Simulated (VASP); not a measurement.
Runs of VASP 6.6.1 on C. The structure is that of space group P6_3/mmc (No. 194), or close to it. The cells are those of the table. 

```csv
task,cell,k mesh,cutoff (eV),gap on the mesh (eV),pressure (GPa)
single point,"a = 1.804, b = 1.804, c = 8.926 Å, angles 90.0, 90.0, 120.0°, 2 atoms",17 × 17 × 9,600,none,-0.1
single point,"a = 1.851, b = 1.851, c = 9.158 Å, angles 90.0, 90.0, 120.0°, 2 atoms",22 × 22 × 4,520,none,(a)
relaxation of cell and atoms,"relaxed from a = 2.107, b = 2.107, c = 3.441 Å, angles 90.0, 90.0, 120.0°, 2 atoms",17 × 17 × 9,600,none,0.0
single point,"a = 1.828, b = 1.828, c = 9.044 Å, angles 90.0, 90.0, 120.0°, 2 atoms",22 × 22 × 4,520,none,-2.0
single point,"a = 1.755, b = 1.755, c = 8.681 Å, angles 90.0, 90.0, 120.0°, 2 atoms",22 × 22 × 4,600,none,2.5
```

Alike in all rows: level BLYP; potentials or basis VASP PAW PBE potentials, release 64 (C); no spin polarisation; smearing fermi-dirac 0.1 eV.

Problem. Fill in the values left out.

Solution. (a) -3.5.

Caveats: the PAW data sets were made with another functional, which shifts forces and pressure a little; this functional lacks dispersion, which binds the layers, so the pressure and a relaxed spacing across them are unreliable (some runs).

A gap of «none» marks levels without a gap at the run's occupations.
